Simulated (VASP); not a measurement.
Runs of VASP 6.6.1 on N. The structure is that of space group Pa-3 (No. 205), or close to it. The cells are those of the table. 

| task | cell | cutoff (eV) | gap on the mesh (eV) | pressure (GPa) | relaxed volume (Å³/atom) | largest force (eV/Å) |
| --- | --- | --- | --- | --- | --- | --- |
| relaxation of cell and atoms | relaxed from a = 6.082 Å, 8 atoms | 600 | 7.40 | 0.0 | (b) | - |
| single point | a = 6.110 Å, 8 atoms | 520 | 7.63 | 1.6 | - | 1.75 |
| single point | a = 6.082 Å, 8 atoms | 520 | 7.61 | 1.7 | - | 1.75 |
| relaxation of cell and atoms | relaxed from a = 6.110 Å, 8 atoms | 600 | 7.39 | 0.0 | 25.42 | - |
| relaxation of cell and atoms | relaxed from a = 5.561 Å, 8 atoms | 600 | 7.40 | 0.0 | (a) | - |

Alike in all rows: level PBE; potentials or basis VASP PAW PBE potentials, release 64 (N); no spin polarisation; k mesh 4 × 4 × 4; smearing gaussian 0.02 eV.

**Question.** Fill in the values left out.

**Answer.** (a) 25.75; (b) 25.48.

Caveats: the standard files for N, O and F lose accuracy on very short bonds; forces of over 1 eV/Å act on the atoms, so gaps and moduli don't describe the material at rest (some runs); the volume moved by over 15 % at a fixed basis, so the end points are rough (some runs).

A k mesh can miss the band edges.
